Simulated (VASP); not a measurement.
Set up this calculation in VASP 6.6.1, as the native input.

| Property | Result |
| --- | --- |
| Task | single point |
| Functional | r2SCAN |
| Potentials or basis | VASP PAW PBE potentials, release 64 (I) |
| Cutoff | 520 eV |
| k mesh | 15 × 15 × 15 |
| Occupations | gaussian, width 0.1 eV |
| Spin | non-collinear spin, zero start, spin-orbit coupling |
| Starting moments | [[0.0, 0.0, 0.0]] μB |
| Dipole correction | no |
| Further INCAR settings | ALGO = Normal; EDIFF = 1e-06; NBANDS = 18 |

Crystal: I.

```
I
1.0
    -2.08938    2.08938    2.08938
     2.08938   -2.08938    2.08938
     2.08938    2.08938   -2.08938
I
1
Cartesian
  0.0000 0.0000 0.0000
```

One way to write it, as run:

POSCAR

```
I
1.0
   -2.0893754423      2.0893754423      2.0893754423
    2.0893754423     -2.0893754423      2.0893754423
    2.0893754423      2.0893754423     -2.0893754423
I
1
Direct
    0.0000000000      0.0000000000      0.0000000000
```

INCAR.step1

```
ALGO     = Normal         # electronic algorithm
EDIFF    = 1E-4           # SCF threshold, eV
ENCUT    = 520            # plane-wave cutoff, eV
GGA      = PE             # functional
GGA_COMPAT= False        
ISMEAR   = 0              # smearing method
LASPH    = True           # aspherical terms in the spheres
LCHARG   = False          # write CHGCAR
LREAL    = False          # projectors in reciprocal space
LSORBIT  = True           # spin-orbit coupling
LWAVE    = True           # write WAVECAR
MAGMOM   = 0 0 0          # initial moments
NBANDS   = 18             # bands
NELM     = 150            # most SCF steps
PREC     = Accurate       # precision mode
SIGMA    = 0.1            # smearing width, eV
```

INCAR.step2

```
ALGO     = Normal         # electronic algorithm
EDIFF    = 1E-6           # SCF threshold, eV
ENCUT    = 520            # plane-wave cutoff, eV
GGA_COMPAT= False        
ISIF     = 2              # what is computed and relaxed
ISMEAR   = 0              # smearing method
ISTART   = 1            
LASPH    = True           # aspherical terms in the spheres
LCHARG   = False          # write CHGCAR
LMIXTAU  = True         
LORBIT   = 11             # projections on sites
LORBMOM  = True         
LREAL    = False          # projectors in reciprocal space
LSORBIT  = True           # spin-orbit coupling
LWAVE    = False          # write WAVECAR
MAGMOM   = 0 0 0          # initial moments
METAGGA  = R2SCAN         # meta-GGA
NBANDS   = 18             # bands
NELM     = 150            # most SCF steps
PREC     = Accurate       # precision mode
SIGMA    = 0.1            # smearing width, eV
```

KPOINTS

```
k-points
0
Gamma
  15 15 15
```

Potentials or basis: VASP PAW PBE potentials, release 64 (I).

Run with:

```bash
$ cat potpaw_PBE.64/I/POTCAR > POTCAR
$ cp INCAR.step1 INCAR
$ mpirun -np 1 vasp_ncl > vasp.out
$ cp INCAR.step2 INCAR
$ mpirun -np 1 vasp_ncl > vasp.out
```

Results of the run:

| Quantity | Value |
| --- | --- |
| Pressure | 0.3 GPa |
| Net moment | 0.00 μB per cell |
| Valence electrons inside the program's atomic spheres | I 4.20 |

Caveat: the PAW data sets were made with another functional, which shifts forces and pressure a little.

It took 11 min on 1 thread of Intel(R) Xeon(R) 6975P-C (Granite Rapids), with other jobs on the host, peak memory 0.35 GiB.
